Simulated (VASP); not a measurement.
# LiH in VASP: notebook

Runs on LiH. Level: LDA. Tasks: single point.

Everything below comes from runs of VASP 6.6.1. Logs are shortened: lines on timing, memory, paths and dates and some standing lists are left out, and cuts for length are marked.

## 1. The cell of the first run

The structure is tetragonal, space group I4/mmm (No. 139). The conventional cell has a = 2.874 Å, b = 2.874 Å, c = 4.146 Å, α = 90.00°, β = 90.00°, γ = 90.00°. Within 2.7 Å of Li (site symmetry 4/mmm) lie 6 H at 2.03 to 2.07 Å. Within 2.7 Å of H (site symmetry 4/mmm) lie 6 Li at 2.03 to 2.07 Å.

## 2. Single point, LDA (zz strain of +2 %)

Input file INCAR:

```
  PREC = Accurate
  ENCUT = 520
  EDIFF = 1E-7
  ISMEAR = -1
  SIGMA = 0.03
  LREAL = False
  LASPH = True
  NELM = 80
  ALGO = Normal
  ISIF = 2
  LWAVE = False
  LCHARG = False
  NBANDS = 9
```

Input file KPOINTS:

```
regular mesh
0
Gamma
  11 11 11
```

Input file POSCAR:

```
LiH
1.0
    0.0000000000      2.0325000000      2.0731500000
    2.0325000000      0.0000000000      2.0731500000
    2.0325000000      2.0325000000      0.0000000000
Li H
1 1
Direct
    0.0000000000      0.0000000000      0.0000000000
    0.5000000000      0.5000000000      0.5000000000
```

Potentials or basis: VASP PAW LDA potentials, release 64 (Li_sv, H).

On the command line:

```bash
> cat potpaw_LDA.64/Li_sv/POTCAR potpaw_LDA.64/H/POTCAR > POTCAR
> mpirun -np 1 vasp_std > vasp.out
```

OUTCAR:

```text
PREC = Accurate
   ENCUT = 520
   EDIFF = 1E-7
   ISMEAR = -1
   LREAL = False
   LASPH = True
   NELM = 80
   ISIF = 2

 ion  position               nearest neighbor table
   1  0.000  0.000  0.000-
   2  0.500  0.500  0.500-

  LATTYP: Found a body centered tetragonal cell.
 ALAT       =     2.8743890655
 C/A-ratio  =     1.4424978336

  Lattice vectors:

 A1 = (  -2.0325000000,   0.0000000000,   2.0731500000)
 A2 = (   2.0325000000,   0.0000000000,   2.0731500000)
 A3 = (   0.0000000000,   2.0325000000,  -2.0731500000)

Analysis of symmetry for initial positions (statically):
=====================================================================
 Subroutine PRICEL returns:
 Original cell was already a primitive cell.

 Routine SETGRP: Setting up the symmetry group for a
 body centered tetragonal supercell.

 Subroutine GETGRP returns: Found 16 space group operations
 (whereof 16 operations were pure point group operations)
 out of a pool of 16 trial point group operations.

The static configuration has the point symmetry D_4h.

Analysis of symmetry for dynamics (positions and initial velocities):
=====================================================================
 Subroutine PRICEL returns:
 Original cell was already a primitive cell.

 Routine SETGRP: Setting up the symmetry group for a
 body centered tetragonal supercell.

 Subroutine GETGRP returns: Found 16 space group operations
 (whereof 16 operations were pure point group operations)
 out of a pool of 16 trial point group operations.

The dynamic configuration has the point symmetry D_4h.

 Subroutine INISYM returns: Found 16 space group operations
 (whereof 16 operations are pure point group operations),
 and found     1 'primitive' translations

----------------------------------------------------------------------------------------

                                     Primitive cell

  volume of cell :      17.1286

  direct lattice vectors                    reciprocal lattice vectors
     0.000000000  2.032500000  2.073150000    -0.246002460  0.246002460  0.241178882
     2.032500000  0.000000000  2.073150000     0.246002460 -0.246002460  0.241178882
     2.032500000  2.032500000  0.000000000     0.246002460  0.246002460 -0.241178882

  length of vectors
     2.903275249  2.903275249  2.874389066     0.423322187  0.423322187  0.423322187

  position of ions in fractional coordinates (direct lattice)
     0.000000000  0.000000000  0.000000000
     0.500000000  0.500000000  0.500000000

  ion indices of the primitive-cell ions
   primitive index   ion index
                 1           1
                 2           2

----------------------------------------------------------------------------------------

 KPOINTS: regular mesh

Automatic generation of k-mesh.
 Grid dimensions read from file:
 generate k-points for:   11   11   11

 Generating k-lattice:

  Cartesian coordinates                     Fractional coordinates (reciprocal lattice)
    -0.022363860  0.022363860  0.021925353     0.090909091  0.000000000  0.000000000
     0.022363860 -0.022363860  0.021925353     0.000000000  0.090909091  0.000000000
     0.022363860  0.022363860 -0.021925353    -0.000000000 -0.000000000  0.090909091

  Length of vectors
     0.038483835  0.038483835  0.038483835

  Shift w.r.t. Gamma in fractional coordinates (k-lattice)
     0.000000000  0.000000000  0.000000000

 Subroutine IBZKPT returns following result:
 ===========================================

 Found    126 irreducible k-points:

 Following reciprocal coordinates:
            Coordinates               Weight
  0.000000  0.000000  0.000000      1.000000
  0.090909  0.000000  0.000000      8.000000
  0.181818  0.000000  0.000000      8.000000
  0.272727  0.000000  0.000000      8.000000
  0.363636  0.000000  0.000000      8.000000
  0.454545  0.000000  0.000000      8.000000
[... 16 lines left out ...]
 -0.272727  0.181818  0.000000      8.000000
 -0.181818  0.181818  0.000000      4.000000
 [... further k-points ...]
   k-points           NKPTS =    126   k-points in BZ     NKDIM =    126   number of bands    NBANDS=      9
   number of dos      NEDOS =    301   number of ions     NIONS =      2
   total plane-waves  NPLWV =  13824
   dimension x,y,z NGX =    24 NGY =   24 NGZ =   24
   dimension x,y,z NGXF=    48 NGYF=   48 NGZF=   48
   ions per type =               1   1
   NGX,Y,Z   is equivalent  to a cutoff of  13.74, 13.74, 13.88 a.u.
   NGXF,Y,Z  is equivalent  to a cutoff of  27.49, 27.49, 27.76 a.u.
 SYSTEM =  unknown system
   PREC   = accura    normal or accurate (medium, high low for compatibility)
   ISTART =      0    job   : 0-new  1-cont  2-samecut
   ICHARG =      2    charge: 1-file 2-atom 10-const
   ISPIN  =      1    spin polarized calculation?
   LNONCOLLINEAR =      F non collinear calculations
   LSORBIT =      F    spin-orbit coupling
   LASPH  =      T    aspherical Exc in radial PAW
   ENCUT  =  520.0 eV  38.22 Ry    6.18 a.u.   5.40  5.40  5.34*2*pi/ulx,y,z
   NELM   =     80;   NELMIN=  2; NELMDL= -5     # of ELM steps
   EDIFF  = 0.1E-06   stopping-criterion for ELM
   LREAL  =      F    real-space projection
   EDIFFG = 0.1E-05   stopping-criterion for IOM
   NSW    =      0    number of steps for IOM
   IBRION =     -1    ionic relax: 0-MD 1-quasi-New 2-CG
   NFREE  =      0    steps in history (QN), initial steepest desc. (CG)
   ISIF   =      2    stress and relaxation
   ISYM   =      2    0-nonsym 1-usesym 2-fastsym
   POTIM  = 0.5000    time-step for ionic-motion
   TEBEG  =    0.0;   TEEND  =   0.0 temperature during run
   PSTRESS=    0.0 pullay stress
   NELECT =       4.0000    total number of electrons
   NUPDOWN=      -1.0000    fix difference up-down
   EMIN   =  10.00;   EMAX   =-10.00  energy-range for DOS
   EFERMI =   0.00;   METHOD = LEGACY
   ISMEAR =    -1;   SIGMA  =   0.03  broadening in eV -4-tet -1-fermi 0-gaus
   EFERMI_NEDOS =   21; number of points for ismear=-14 and -15
   IALGO  =     38    algorithm
   IMIX   =      4    mixing-type and parameters
     AMIX     =   0.40;   BMIX     =  1.00
     AMIX_MAG =   1.60;   BMIX_MAG =  1.00
  volume/ion in A,a.u.               =       8.56        57.79
  Fermi-wavevector in a.u.,A,eV,Ry     =   1.008140  1.905109 13.828233  1.016346
  Thomas-Fermi vector in A             =   2.140989
   LORBIT       =      0    0 simple, 1 ext, 2 COOP (PROOUT), +10 PAW based schemes
   GGA     = CA    functional components
   LHFCALC =     F    Hartree Fock is set to
   AEXX    =    0.0000 exact exchange contribution
   IVDW    =     0    specifies the selected vdW correction
   LEPSILON=     F    determine dielectric tensor
   LRPA    =     F    only Hartree local field effects (RPA)
 non-spin polarized calculation
  energy-cutoff  :      520.00
  volume of cell :       17.13
 maximum number of plane-waves:       477
 NGX is ok and might be reduce to    24
   NGX = 11   NGY = 11   NGZ = 11

 number of electron       4.0000002 magnetization

 Free energy of the ion-electron system (eV)
  ---------------------------------------------------
  ext. energy  EPLUGINS =         0.00000000
  ---------------------------------------------------
  free energy    TOTEN  =        -6.46256568 eV

  energy without entropy =       -6.46256568  energy(sigma->0) =       -6.46256568

 E-fermi :   0.5782     XC(G=0):  -8.6051

 val. band max:       -0.0802927624   @ k =  -0.4545   0.0000   0.4545
 cond. band min:       2.5581367268   @ k =  -0.4545   0.4545   0.0000
 fundamental gap:      2.6384294891
 Fermi energy:         0.5781727322

 k-point     1 :       0.0000    0.0000    0.0000
  band No.  band energies     occupation
      1     -43.6044      2.00000
      2      -5.4095      2.00000
      3      15.2441      0.00000
      4      16.6653      0.00000
      5      16.6653      0.00000
      6      16.8217      0.00000
      7      21.3605      0.00000
      8      21.4728      0.00000
      9      21.4728      0.00000

 k-point     2 :       0.0909    0.0000    0.0000
  band No.  band energies     occupation
      1     -43.6011      2.00000
      2      -5.2679      2.00000
      3      14.0084      0.00000
      4      16.0034      0.00000
      5      16.3921      0.00000
      6      16.4369      0.00000
      7      20.8713      0.00000
      8      22.0689      0.00000
      9      22.1124      0.00000

 k-point     3 :       0.1818    0.0000    0.0000
  band No.  band energies     occupation
      1     -43.5922      2.00000
      2      -4.8510      2.00000
      3      11.2148      0.00000
      4      14.9497      0.00000
      5      15.8452      0.00000
      6      15.9026      0.00000
      7      21.4007      0.00000
      8      22.1072      0.00000
      9      22.6235      0.00000

 k-point     4 :       0.2727    0.0000    0.0000
  band No.  band energies     occupation
      1     -43.5806      2.00000
      2      -4.1928      2.00000
      3       8.3714      0.00000
      4      14.0010      0.00000
      5      15.4014      0.00000
      6      15.5580      0.00000
      7      20.2575      0.00000
      8      20.8535      0.00000
      9      22.6726      0.00000

 k-point     5 :       0.3636    0.0000    0.0000
  band No.  band energies     occupation
      1     -43.5699      2.00000
      2      -3.4009      2.00000
      3       6.0344      0.00000
      4      13.3012      0.00000
      5      15.2095      0.00000
      6      15.4579      0.00000
      7      18.8296      0.00000
      8      19.3401      0.00000
      9      24.1949      0.00000

 k-point     6 :       0.4545    0.0000    0.0000
  band No.  band energies     occupation
      1     -43.5636      2.00000
      2      -2.7684      2.00000
      3       4.6116      0.00000
      4      12.9338      0.00000
      5      15.2014      0.00000
      6      15.5182      0.00000
      7      18.0091      0.00000
      8      18.4542      0.00000
      9      25.5327      0.00000
[... 169 lines left out ...]
 k-point    21 :      -0.4545    0.1818    0.0000
  band No.  band energies     occupation
      1     -43.5583      2.00000
      2      -2.0550      2.00000
      3       4.5174      0.00000
      4       9.1439      0.00000
      5      13.1180      0.00000
      6      14.9427      0.00000
      7      22.1771      0.00000
      8      22.8189      0.00000
      9      25.5762      0.00000

 k-point    22 :      -0.3636    0.1818    0.0000
  band No.  band energies     occupation
      1     -43.5600      2.00000
      2      -2.3414      2.00000
      3       5.0937      0.00000
      4       8.9410      0.00000
      5      14.0309      0.00000
      6      14.8066      0.00000
      7      21.3663      0.00000
      8      23.6358      0.00000
      9      25.5130      0.00000

 k-point    23 :      -0.2727    0.1818    0.0000
  band No.  band energies     occupation
      1     -43.5668      2.00000
      2      -3.1272      2.00000
      3       6.9438      0.00000
      4       9.0826      0.00000
      5      14.9310      0.00000
      6      15.2868      0.00000
      7      20.8585      0.00000
      8      23.6548      0.00000
      9      24.5557      0.00000

 k-point    24 :      -0.1818    0.1818    0.0000
  band No.  band energies     occupation
      1     -43.5765      2.00000
      2      -3.9242      2.00000
      3       9.5299      0.00000
      4       9.5474      0.00000
      5      15.2482      0.00000
      6      16.6487      0.00000
      7      20.4923      0.00000
      8      22.2280      0.00000
      9      23.8755      0.00000

 [... further k-points ...]

------------------------ aborting loop because EDIFF is reached ----------------------------------------

  FORCE on cell =-STRESS in cart. coord.  units (eV):
  Direction    XX          YY          ZZ          XY          YZ          ZX
  --------------------------------------------------------------------------------------
  -------------------------------------------------------------------------------------
  Total       -0.4515589     -0.4515589     -0.5666891      0.0000000     -0.0000000      0.0000000
  in kB      -42.2379824    -42.2379824    -53.0070490      0.0000000     -0.0000000      0.0000000
  external PRESSURE =     -45.8276712 kB  Pullay stress =       0.0000000 kB

 VOLUME and BASIS-vectors are now :
 -----------------------------------------------------------------------------
  energy-cutoff  :      520.00
  volume of cell :       17.13
      direct lattice vectors                 reciprocal lattice vectors
     0.000000000  2.032500000  2.073150000    -0.246002460  0.246002460  0.241178882
     2.032500000  0.000000000  2.073150000     0.246002460 -0.246002460  0.241178882
     2.032500000  2.032500000  0.000000000     0.246002460  0.246002460 -0.241178882

 POSITION                                       TOTAL-FORCE (eV/Angst)
 -----------------------------------------------------------------------------------
      0.00000      0.00000      0.00000         0.000000      0.000000      0.000000
      2.03250      2.03250      2.07315         0.000000      0.000000     -0.000000
 -----------------------------------------------------------------------------------
    total drift:                                0.000000     -0.000000     -0.000000

  FREE ENERGIE OF THE ION-ELECTRON SYSTEM (eV)
  ---------------------------------------------------
  free  energy   TOTEN  =        -6.4625656790 eV

  energy  without entropy=       -6.4625656790  energy(sigma->0) =       -6.46256568
```

Run time: 5.4 s. Hardware: 1 thread of Intel Xeon 6975P-C (Granite Rapids), shared host; peak memory 0.13 GiB.

Results:

| Property | Result |
| --- | --- |
| Free energy | -6.4626 eV |
| Band gap on the k mesh | 2.64 eV, indirect (least direct gap 2.78 eV) |

Levels at points of the mesh, in eV from the valence-band top:
| k point | band 1 | band 2 | band 3 | band 4 | band 5 | band 6 |
| --- | --- | --- | --- | --- | --- | --- |
| (0.00, 0.00, 0.00) | -43.52 | -5.33 | 15.32 | 16.75 | 16.75 | 16.90 |

Caveat: the cell differs from its parent crystal (zz strain of +2 %); the cutoff is under 1.25 times the usual one of these potentials, so pressure, stress and relaxed cells hold a basis-set (Pulay) error. A k mesh can miss the band edges.

## 3. Single point, LDA (equal xx and yy strain of +1 %)

Input file INCAR:

```
PREC = Accurate ; ENCUT = 520
EDIFF = 1E-7 ; ISMEAR = -1
SIGMA = 0.03 ; LREAL = False
LASPH = True ; NELM = 60
ALGO = Normal ; ISIF = 2
LWAVE = False ; LCHARG = False
GGA = CA ; NBANDS = 9
```

Input file KPOINTS:

```
Automatic mesh
0
Gamma
  11 11 11
```

Input file POSCAR:

```
LiH
1.0
    0.0000000000      2.0528250000      2.0325000000
    2.0528250000      0.0000000000      2.0325000000
    2.0528250000      2.0528250000      0.0000000000
Li H
1 1
Direct
    0.0000000000      0.0000000000      0.0000000000
    0.5000000000      0.5000000000      0.5000000000
```

Potentials or basis: VASP PAW LDA potentials, release 64 (Li_sv, H).

On the command line:

```bash
> cat potpaw_LDA.64/Li_sv/POTCAR potpaw_LDA.64/H/POTCAR > POTCAR
> mpirun -np 1 vasp_std > vasp.out
```

It took 5.3 s on 1 thread of Intel Xeon 6975P-C (Granite Rapids), shared host; peak memory 0.13 GiB.

Results (log left out):

- Free energy: -6.4631 eV
- Band gap on the k mesh: 2.76 eV, indirect (least direct gap 2.83 eV)

Levels at points of the mesh, in eV from the valence-band top:
| k point | band 1 | band 2 | band 3 | band 4 | band 5 | band 6 | band 7 |
| --- | --- | --- | --- | --- | --- | --- | --- |
| (0.00, 0.00, 0.00) | -43.52 | -5.33 | 15.33 | 16.74 | 16.82 | 16.82 | 21.49 |

Caveat: the cell differs from its parent crystal (equal xx and yy strain of +1 %); the cutoff is under 1.25 times the usual one of these potentials, so pressure, stress and relaxed cells hold a basis-set (Pulay) error.

## 4. Single point, LDA (equal xy, yz and zx shear strains of -2 %)

Input file INCAR:

```
SYSTEM = LiH
PREC     = Accurate       ! precision mode
ENCUT    = 520            ! plane-wave cutoff, eV
EDIFF    = 1E-7           ! SCF threshold, eV
ISMEAR   = -1             ! smearing method
SIGMA    = 0.03           ! smearing width, eV
LREAL    = .FALSE.        ! projectors in reciprocal space
LASPH    = .TRUE.         ! aspherical terms in the spheres
NELM     = 100            ! most SCF steps
ALGO     = Normal         ! electronic algorithm
ISIF     = 2              ! what is computed and relaxed
LWAVE    = .FALSE.        ! write WAVECAR
LCHARG   = .TRUE.         ! write CHGCAR
LELF     = .TRUE.         ! ELF
LVHAR    = .TRUE.       
NBANDS   = 9              ! bands
```

Input file KPOINTS:

```
regular mesh
0
G
  11 11 11
  0 0 0
```

Input file POSCAR:

```
LiH
1.0
   -0.0406500000      2.0121750000      2.0121750000
    2.0121750000     -0.0406500000      2.0121750000
    2.0121750000      2.0121750000     -0.0406500000
Li H
1 1
Direct
    0.0000000000      0.0000000000      0.0000000000
    0.5000000000      0.5000000000      0.5000000000
```

On the command line:

```bash
> cat potpaw_LDA.64/Li_sv/POTCAR potpaw_LDA.64/H/POTCAR > POTCAR
> mpirun -np 1 vasp_std > vasp.out
```

Wall time 7.2 s (1 thread of Intel Xeon 6975P-C (Granite Rapids), shared host); peak memory 0.13 GiB.

It converged, with:

```yaml
Free_energy: -6.4693 eV
Band_gap_on_the_k_mesh: 2.82 eV, indirect (least direct gap 2.83 eV)
```

Levels at points of the mesh, in eV from the valence-band top:
```
           k point  band 1  band 2  band 3  band 4  band 5  band 6
(0.00, 0.00, 0.00)  -43.47   -5.37   15.60   16.75   16.75   17.52
```

Caveat: the cell differs from its parent crystal (equal xy, yz and zx shear strains of -2 %); the cutoff is under 1.25 times the usual one of these potentials, so pressure, stress and relaxed cells hold a basis-set (Pulay) error. A k mesh can miss the band edges.

## 5. Single point, LDA (equal xy, yz and zx shear strains of -1 %)

Input file INCAR:

```
PREC = Accurate
ENCUT = 520
EDIFF = 1E-6
ISMEAR = -1
SIGMA = 0.03
LREAL = F
LASPH = T
NELM = 80
ALGO = Normal
ISIF = 2
LWAVE = F
LCHARG = F
GGA = CA
NBANDS = 9
```

Input file KPOINTS:

```
Automatic mesh
0
Gamma
  11 11 11
```

Input file POSCAR:

```
LiH
1.0
   -0.0203250000      2.0223375000      2.0223375000
    2.0223375000     -0.0203250000      2.0223375000
    2.0223375000      2.0223375000     -0.0203250000
Li H
1 1
Direct
    0.0000000000      0.0000000000      0.0000000000
    0.5000000000      0.5000000000      0.5000000000
```

On the command line:

```bash
> cat potpaw_LDA.64/Li_sv/POTCAR potpaw_LDA.64/H/POTCAR > POTCAR
> mpirun -np 1 vasp_std > vasp.out
```

Wall time 5.9 s (1 thread of Intel Xeon 6975P-C (Granite Rapids), shared host); peak memory 0.13 GiB.

Results (log left out):

* Free energy: -6.4713 eV
* Band gap on the k mesh: 2.83 eV, indirect (the least direct gap lies 3.0 meV higher)

Levels at points of the mesh, in eV from the valence-band top:
| k point | band 1 | band 2 | band 3 | band 4 | band 5 | band 6 | band 7 |
| --- | --- | --- | --- | --- | --- | --- | --- |
| (0.00, 0.00, 0.00) | -43.46 | -5.36 | 15.62 | 16.89 | 16.89 | 17.29 | 21.61 |

Caveat: the cell differs from its parent crystal (equal xy, yz and zx shear strains of -1 %); the cutoff is under 1.25 times the usual one of these potentials, so pressure, stress and relaxed cells hold a basis-set (Pulay) error.

## 6. Overview

```csv
cell,gap on the mesh (eV)
"a = 2.903, b = 2.903, c = 2.874 Å, angles 60.3, 60.3, 59.3°, 2 atoms",2.64
"a = 2.889, b = 2.889, c = 2.903 Å, angles 59.8, 59.8, 60.3°, 2 atoms",2.76
"a = 2.846 Å, angles 61.3°, 2 atoms",2.82
"a = 2.860 Å, angles 60.7°, 2 atoms",2.83
```

Alike in all rows: task single point; level LDA; potentials or basis VASP PAW LDA potentials, release 64 (Li_sv, H); no spin polarisation; k mesh 11 × 11 × 11; cutoff (eV) 520; smearing fermi-dirac 0.03 eV.

Caveats: the cutoff is under 1.25 times the usual one of these potentials, so pressure, stress and relaxed cells hold a basis-set (Pulay) error.

Total energies depend on the potentials used, so only differences within one code and one set of settings carry meaning.
